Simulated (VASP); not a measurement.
Input of a VASP 6.6.1 run:

POSCAR

```
NaF
1.0
    0.0000000000      2.4024201565      2.4024201565
    2.4024201565      0.0000000000      2.4024201565
    2.4024201565      2.4024201565      0.0000000000
Na F
1 1
Direct
    0.0000000000      0.0000000000      0.0000000000
    0.2500000000      0.2500000000      0.2500000000
```

The input INCAR.step1:

```
SYSTEM = NaF
ALGO = Normal
EDIFF = 1E-5
ENCUT = 520
GGA = PE
ISIF = 2
ISMEAR = 0
LASPH = .TRUE.
LCHARG = .FALSE.
LREAL = .FALSE.
LWAVE = .TRUE.
NBANDS = 14
NELM = 80
PREC = Accurate
SIGMA = 0.01
```

The input INCAR.step2:

```
SYSTEM = NaF
ALGO = Normal
EDIFF = 1E-6
ENCUT = 520
GGA = PE
HFSCREEN = 0.2079
ISIF = 2
ISMEAR = 0
ISTART = 1
LASPH = .TRUE.
LCHARG = .FALSE.
LHFCALC = .TRUE.
LREAL = .FALSE.
LWAVE = .FALSE.
NBANDS = 14
NELM = 80
PREC = Accurate
PRECFOCK = Normal
SIGMA = 0.01
```

KPOINTS

```
k-points
0
G
  6 6 6
  0 0 0
```

Potentials or basis: VASP PAW PBE potentials, release 64 (Na_pv, F).

Command:

```sh
$ cat potpaw_PBE.64/Na_pv/POTCAR potpaw_PBE.64/F/POTCAR > POTCAR
$ cp INCAR.step1 INCAR
$ mpirun -np 1 vasp_std > vasp.out
$ cp INCAR.step2 INCAR
$ mpirun -np 1 vasp_std > vasp.out
```

Task: What does it give for the band gap on the k mesh?

Result: 8.25 eV.

Task: What does it give for the pressure?

Result: 9.7 GPa.

Caveat: the cell differs from its parent crystal (strain -5.1%); the cell stands under pressure; the structure was generated, so it needn't be the stable form of NaF; the PAW data sets were made with another functional, which shifts forces and pressure a little.
